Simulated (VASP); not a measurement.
# AlN: single point with PBE

The system is AlN.

```
CELL_PARAMETERS angstrom
3.18896 0.00000 0.00000
-1.59448 2.76172 0.00000
0.00000 0.00000 5.10254
ATOMIC_POSITIONS crystal
Al 0.33333 0.66667 0.00000
Al 0.66667 0.33333 0.50000
N 0.33333 0.66667 0.38000
N 0.66667 0.33333 0.88000
```

```
Program                : VASP 6.6.1
Task                   : single point
Functional             : PBE
Potentials or basis    : VASP PAW PBE potentials, release 64 (Al, N)
Cutoff                 : 520 eV
k mesh                 : 12 × 12 × 4
Occupations            : gaussian, width 0.01 eV
Spin                   : no spin polarisation
Dipole correction      : no
Further INCAR settings : ALGO = Normal; EDIFF = 1e-06; NBANDS = 16
```

- Pressure: -9.6 GPa
- Largest force: 0.078 eV/Å
- Band gap on the k mesh: 3.60 eV, direct

Forces on the atoms (eV/Å):
```
Al   0.000  0.000 -0.078
Al   0.000  0.000 -0.078
N    0.000  0.000  0.078
N    0.000  0.000  0.078
```

Stress tensor (GPa, compression positive):
```
-10.27   0.00   0.00
  0.00 -10.27   0.00
  0.00   0.00  -8.30
```

Levels at points of the mesh, in eV from the valence-band top:
```
           k point  band 5  band 6  band 7  band 8  band 9  band 10  band 11  band 12
(0.00, 0.00, 0.00)   -0.80   -0.16   -0.16    0.00    3.60     6.05    10.04    10.64
(0.50, 0.00, 0.00)   -3.17   -1.96   -1.66   -0.64    5.58     5.66     7.58     9.78
(0.00, 0.00, 0.50)   -0.49   -0.49   -0.49   -0.49    5.86     5.86     9.76     9.76
(0.50, 0.00, 0.50)   -1.37   -1.37   -1.29   -1.29    5.08     5.08     8.84     8.84
```

It took 13 s on 1 thread of Intel(R) Xeon(R) 6975P-C (Granite Rapids), with other jobs on the host, peak memory 0.17 GiB.

A k mesh can miss the band edges. A hybrid or GW would open this gap; PBE tends to underestimate it.
